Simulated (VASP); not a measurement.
Crystal: Bi.

```
CELL_PARAMETERS angstrom
-2.00750 2.00750 2.00750
2.00750 -2.00750 2.00750
2.00750 2.00750 -2.00750
ATOMIC_POSITIONS crystal
Bi 0.00000 0.00000 0.00000
```

This cell differs from its parent crystal: volume scaled by 1.04.

Base run:

| Item | Value |
| --- | --- |
| Program | VASP 6.6.1 |
| Functional | PBE |
| Potentials or basis | VASP PAW PBE potentials, release 64 (Bi_d) |
| Cutoff | 520 eV |
| k mesh | 9 × 9 × 9 |
| Occupations | fermi-dirac, width 0.05 eV |
| Spin | no spin polarisation |

Its results: pressure -1.2 GPa.

**Question.** After a change of settings the same cell gave: pressure -2.0 GPa. Which change was it?
A. functional from PBE to PBEsol; further incar settings from ALGO = Normal; EDIFF = 1e-06; NBANDS = 14 to ALGO = Fast; EDIFF = 1e-06; NBANDS = 14
B. functional from PBE to r2SCAN
C. functional from PBE to BLYP; further incar settings from ALGO = Normal; EDIFF = 1e-06; NBANDS = 14 to ALGO = Fast; EDIFF = 1e-07; NBANDS = 14

**Answer.** B.

Caveats: the PAW data sets were made with another functional, which shifts forces and pressure a little (some runs).
